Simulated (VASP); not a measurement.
# Pt (Im-3m) in VASP: notebook, part 2 of 2

VASP 6.6.1. The steps go on from the part before.

### Step 3. Single point, PBEsol

This run uses another cell than the first one, of 16.86 Å³/atom, 1.019 times its volume.

The input, INCAR:

```
SYSTEM = Pt
  ALGO = Normal
  EDIFF = 1E-7
  ENCUT = 520
  GGA = PS
  ISIF = 2
  ISMEAR = 1
  LASPH = .TRUE.
  LCHARG = .FALSE.
  LREAL = .FALSE.
  LWAVE = .FALSE.
  NBANDS = 11
  NELM = 100
  PREC = Accurate
  SIGMA = 0.05
```

The input, KPOINTS:

```
k-points
0
G
  13 13 13
  0 0 0
```

The input, POSCAR:

```
Pt
1.0
   -1.6152910255      1.6152910255      1.6152910255
    1.6152910255     -1.6152910255      1.6152910255
    1.6152910255      1.6152910255     -1.6152910255
Pt
1
Direct
    0.0000000000      0.0000000000      0.0000000000
```

Potentials or basis: VASP PAW PBE potentials, release 64 (Pt).

Started as:

```sh
cat potpaw_PBE.64/Pt/POTCAR > POTCAR
mpirun -np 1 vasp_std > vasp.out
```

OUTCAR:

```text
SYSTEM = Pt
   EDIFF = 1E-7
   ENCUT = 520
   GGA = PS
   ISIF = 2
   ISMEAR = 1
   LASPH = .TRUE.
   LREAL = .FALSE.
   NELM = 100
   PREC = Accurate

 ion  position               nearest neighbor table
   1  0.000  0.000  0.000-

  LATTYP: Found a body centered cubic cell.
 ALAT       =     3.2305820510

  Lattice vectors:

 A1 = (  -1.6152910255,   1.6152910255,   1.6152910255)
 A2 = (   1.6152910255,  -1.6152910255,   1.6152910255)
 A3 = (   1.6152910255,   1.6152910255,  -1.6152910255)

Analysis of symmetry for initial positions (statically):
=====================================================================
 Subroutine PRICEL returns:
 Original cell was already a primitive cell.

 Routine SETGRP: Setting up the symmetry group for a
 body centered cubic supercell.

 Subroutine GETGRP returns: Found 48 space group operations
 (whereof 48 operations were pure point group operations)
 out of a pool of 48 trial point group operations.

The static configuration has the point symmetry O_h .

Analysis of symmetry for dynamics (positions and initial velocities):
=====================================================================
 Subroutine PRICEL returns:
 Original cell was already a primitive cell.

 Routine SETGRP: Setting up the symmetry group for a
 body centered cubic supercell.

 Subroutine GETGRP returns: Found 48 space group operations
 (whereof 48 operations were pure point group operations)
 out of a pool of 48 trial point group operations.

The dynamic configuration has the point symmetry O_h .

 Subroutine INISYM returns: Found 48 space group operations
 (whereof 48 operations are pure point group operations),
 and found     1 'primitive' translations

----------------------------------------------------------------------------------------

                                     Primitive cell

  volume of cell :      16.8582

  direct lattice vectors                    reciprocal lattice vectors
    -1.615291025  1.615291025  1.615291025     0.000000000  0.309541743  0.309541743
     1.615291025 -1.615291025  1.615291025     0.309541743  0.000000000  0.309541743
     1.615291025  1.615291025 -1.615291025     0.309541743  0.309541743  0.000000000

  length of vectors
     2.797766125  2.797766125  2.797766125     0.437758132  0.437758132  0.437758132

  position of ions in fractional coordinates (direct lattice)
     0.000000000  0.000000000  0.000000000

  ion indices of the primitive-cell ions
   primitive index   ion index
                 1           1

----------------------------------------------------------------------------------------

 KPOINTS: k-points

Automatic generation of k-mesh.
 Grid dimensions read from file:
 generate k-points for:   13   13   13

 Generating k-lattice:

  Cartesian coordinates                     Fractional coordinates (reciprocal lattice)
     0.000000000  0.023810903  0.023810903     0.076923077  0.000000000  0.000000000
     0.023810903  0.000000000  0.023810903     0.000000000  0.076923077  0.000000000
     0.023810903  0.023810903  0.000000000     0.000000000  0.000000000  0.076923077

  Length of vectors
     0.033673702  0.033673702  0.033673702

  Shift w.r.t. Gamma in fractional coordinates (k-lattice)
     0.000000000  0.000000000  0.000000000

 Subroutine IBZKPT returns following result:
 ===========================================

 Found     84 irreducible k-points:

 Following reciprocal coordinates:
            Coordinates               Weight
  0.000000  0.000000  0.000000      1.000000
  0.076923  0.000000  0.000000     12.000000
  0.153846  0.000000  0.000000     12.000000
  0.230769  0.000000  0.000000     12.000000
  0.307692  0.000000  0.000000     12.000000
  0.384615  0.000000  0.000000     12.000000
[... 16 lines left out ...]
  0.153846  0.076923  0.076923     24.000000
  0.230769  0.076923  0.076923     24.000000
 [... further k-points ...]
   k-points           NKPTS =     84   k-points in BZ     NKDIM =     84   number of bands    NBANDS=     11
   number of dos      NEDOS =    301   number of ions     NIONS =      1
   total plane-waves  NPLWV =  13824
   dimension x,y,z NGX =    24 NGY =   24 NGZ =   24
   dimension x,y,z NGXF=    48 NGYF=   48 NGZF=   48
   ions per type =               1
   NGX,Y,Z   is equivalent  to a cutoff of  14.26, 14.26, 14.26 a.u.
   NGXF,Y,Z  is equivalent  to a cutoff of  28.52, 28.52, 28.52 a.u.
 SYSTEM =  Pt
   PREC   = accura    normal or accurate (medium, high low for compatibility)
   ISTART =      0    job   : 0-new  1-cont  2-samecut
   ICHARG =      2    charge: 1-file 2-atom 10-const
   ISPIN  =      1    spin polarized calculation?
   LNONCOLLINEAR =      F non collinear calculations
   LSORBIT =      F    spin-orbit coupling
   LASPH  =      T    aspherical Exc in radial PAW
   ENCUT  =  520.0 eV  38.22 Ry    6.18 a.u.   5.20  5.20  5.20*2*pi/ulx,y,z
   NELM   =    100;   NELMIN=  2; NELMDL= -5     # of ELM steps
   EDIFF  = 0.1E-06   stopping-criterion for ELM
   LREAL  =      F    real-space projection
   EDIFFG = 0.1E-05   stopping-criterion for IOM
   NSW    =      0    number of steps for IOM
   IBRION =     -1    ionic relax: 0-MD 1-quasi-New 2-CG
   NFREE  =      0    steps in history (QN), initial steepest desc. (CG)
   ISIF   =      2    stress and relaxation
   ISYM   =      2    0-nonsym 1-usesym 2-fastsym
   POTIM  = 0.5000    time-step for ionic-motion
   TEBEG  =    0.0;   TEEND  =   0.0 temperature during run
   PSTRESS=    0.0 pullay stress
   NELECT =      10.0000    total number of electrons
   NUPDOWN=      -1.0000    fix difference up-down
   EMIN   =  10.00;   EMAX   =-10.00  energy-range for DOS
   EFERMI =   0.00;   METHOD = LEGACY
   ISMEAR =     1;   SIGMA  =   0.05  broadening in eV -4-tet -1-fermi 0-gaus
   EFERMI_NEDOS =   21; number of points for ismear=-14 and -15
   IALGO  =     38    algorithm
   IMIX   =      4    mixing-type and parameters
     AMIX     =   0.40;   BMIX     =  1.00
     AMIX_MAG =   1.60;   BMIX_MAG =  1.00
  volume/ion in A,a.u.               =      16.86       113.77
  Fermi-wavevector in a.u.,A,eV,Ry     =   1.375532  2.599379 25.743427  1.892088
  Thomas-Fermi vector in A             =   2.500859
   LORBIT       =      0    0 simple, 1 ext, 2 COOP (PROOUT), +10 PAW based schemes
   GGA     = PS    functional components
   LHFCALC =     F    Hartree Fock is set to
   AEXX    =    0.0000 exact exchange contribution
   IVDW    =     0    specifies the selected vdW correction
   LEPSILON=     F    determine dielectric tensor
   LRPA    =     F    only Hartree local field effects (RPA)
 non-spin polarized calculation
 Methfessel and Paxton  Order N= 1 SIGMA  =   0.05
  energy-cutoff  :      520.00
  volume of cell :       16.86
 maximum number of plane-waves:       466
 NGX is ok and might be reduce to    24
   NGX = 11   NGY = 11   NGZ = 11

 number of electron      10.0000001 magnetization

 Free energy of the ion-electron system (eV)
  ---------------------------------------------------
  ext. energy  EPLUGINS =         0.00000000
  ---------------------------------------------------
  free energy    TOTEN  =        -6.71658294 eV

  energy without entropy =       -6.71707926  energy(sigma->0) =       -6.71674838

 E-fermi :   8.9653     XC(G=0): -12.9692

 val. band max:        8.9502345697   @ k =  -0.3846  -0.4615   0.2308
 cond. band min:       8.9902654371   @ k =  -0.3846   0.3846   0.1538
 fundamental gap:      0.0400308674
 Fermi energy:         8.9653109677

 k-point     1 :       0.0000    0.0000    0.0000
  band No.  band energies     occupation
      1      -0.0059      2.00000
      2       5.7497      2.00000
      3       5.7497      2.00000
      4       5.7497      2.00000
      5       8.0380      2.00000
      6       8.0380      2.00000
      7      25.9800      0.00000
      8      25.9800      0.00000
      9      25.9800      0.00000
     10      35.0913      0.00000
     11      35.0984      0.00000

 k-point     2 :       0.0769    0.0000    0.0000
  band No.  band energies     occupation
      1       0.2197      2.00000
      2       5.6661      2.00000
      3       5.7502      2.00000
      4       5.9245      2.00000
      5       7.9340      2.00000
      6       8.0439      2.00000
      7      26.0634      0.00000
      8      26.0847      0.00000
      9      26.3004      0.00000
     10      32.6025      0.00000
     11      32.8980      0.00000
[... 295 lines left out ...]
 k-point    24 :       0.2308    0.0769    0.0769
  band No.  band energies     occupation
      1       2.9901      2.00000
      2       4.7986      2.00000
      3       5.5004      2.00000
      4       7.8164      2.00000
      5       8.1702      2.00000
      6       9.1172     -0.00015
      7      20.3017      0.00000
      8      23.4712      0.00000
      9      24.5225      0.00000
     10      29.3793      0.00000
     11      34.2257      0.00000

 [... further k-points ...]
[... 5 lines left out ...]
  --------------------------------------------------------------------------------------
  -------------------------------------------------------------------------------------
  Total       -2.2945113     -2.2945113     -2.2945113      0.0000000     -0.0000000      0.0000000
  in kB     -218.0662499   -218.0662499   -218.0662499      0.0000000     -0.0000000      0.0000000
  external PRESSURE =    -218.0662499 kB  Pullay stress =       0.0000000 kB

 VOLUME and BASIS-vectors are now :
 -----------------------------------------------------------------------------
  energy-cutoff  :      520.00
  volume of cell :       16.86
      direct lattice vectors                 reciprocal lattice vectors
    -1.615291025  1.615291025  1.615291025     0.000000000  0.309541743  0.309541743
     1.615291025 -1.615291025  1.615291025     0.309541743  0.000000000  0.309541743
     1.615291025  1.615291025 -1.615291025     0.309541743  0.309541743  0.000000000

 POSITION                                       TOTAL-FORCE (eV/Angst)
 -----------------------------------------------------------------------------------
      0.00000      0.00000      0.00000         0.000000     -0.000000     -0.000000
 -----------------------------------------------------------------------------------
    total drift:                                0.000000      0.000000      0.000000

  FREE ENERGIE OF THE ION-ELECTRON SYSTEM (eV)
  ---------------------------------------------------
  free  energy   TOTEN  =        -6.7165829403 eV

  energy  without entropy=       -6.7170792619  energy(sigma->0) =       -6.71674838
```

OSZICAR:

```text
N       E                     dE             d eps       ncg     rms          rms(c)
DAV:   1     0.383920842120E+02    0.38392E+02   -0.52653E+03  1872   0.832E+02
DAV:   2    -0.653651388592E+01   -0.44929E+02   -0.42880E+02  2082   0.172E+02
DAV:   3    -0.716516121530E+01   -0.62865E+00   -0.62449E+00  2123   0.192E+01
DAV:   4    -0.716759532712E+01   -0.24341E-02   -0.24340E-02  2167   0.143E+00
DAV:   5    -0.716761534070E+01   -0.20014E-04   -0.20014E-04  2139   0.121E-01    0.939E+00
DAV:   6    -0.675010622563E+01    0.41751E+00   -0.11234E+00  1989   0.794E+00    0.472E+00
DAV:   7    -0.671994359585E+01    0.30163E-01   -0.11210E-01  2106   0.244E+00    0.226E+00
DAV:   8    -0.671728963227E+01    0.26540E-02   -0.97082E-03  1971   0.853E-01    0.694E-01
DAV:   9    -0.671657917150E+01    0.71046E-03   -0.18248E-03  2025   0.345E-01    0.172E-02
DAV:  10    -0.671658247474E+01   -0.33032E-05   -0.13098E-05  2199   0.296E-02    0.449E-03
DAV:  11    -0.671658298727E+01   -0.51252E-06   -0.63087E-07  2144   0.711E-03    0.162E-03
DAV:  12    -0.671658294035E+01    0.46919E-07   -0.61309E-09  1194   0.728E-04
   1 F= -.67165829E+01 E0= -.67167484E+01  d E =0.496322E-03
```

stdout:

```text
POSCAR found type information on POSCAR Pt
 POSCAR found :  1 types and       1 ions
 scaLAPACK will be used
 -----------------------------------------------------------------------------
|                                                                             |
|                                                                             |
|     You enforced a specific xc type in the INCAR file but a different       |
|     I HOPE YOU KNOW WHAT YOU ARE DOING!                                     |
|                                                                             |
 -----------------------------------------------------------------------------

 LDA part: xc-table for (Slater+PW92), standard interpolation
 POSCAR, INCAR and KPOINTS ok, starting setup
 FFT: planning ... GRIDC
 FFT: planning ... GRID_SOFT
 FFT: planning ... GRID
 WAVECAR not read
 entering main loop
```

Wall time 8.2 s (1 thread of Intel Xeon Platinum 8488C (Sapphire Rapids), shared host); peak memory 0.15 GiB.

What came out:

```
Free energy            : -6.7166 eV
Pressure               : -21.8 GPa
Band gap on the k mesh : zero (band 5 reaches 9.71 eV, above the bottom of band 6 at 7.90 eV)
```

Levels at points of the mesh, in eV from the Fermi level:
```tsv
k point	band 2	band 3	band 4	band 5	band 6	band 7	band 8	band 9
(0.00, 0.00, 0.00)	-3.22	-3.22	-3.22	-0.93	-0.93	17.01	17.01	17.01
```

Caveat: the PAW data sets were made with another functional, which shifts forces and pressure a little; spin-orbit coupling is left out, which moves the levels of the heavy elements.
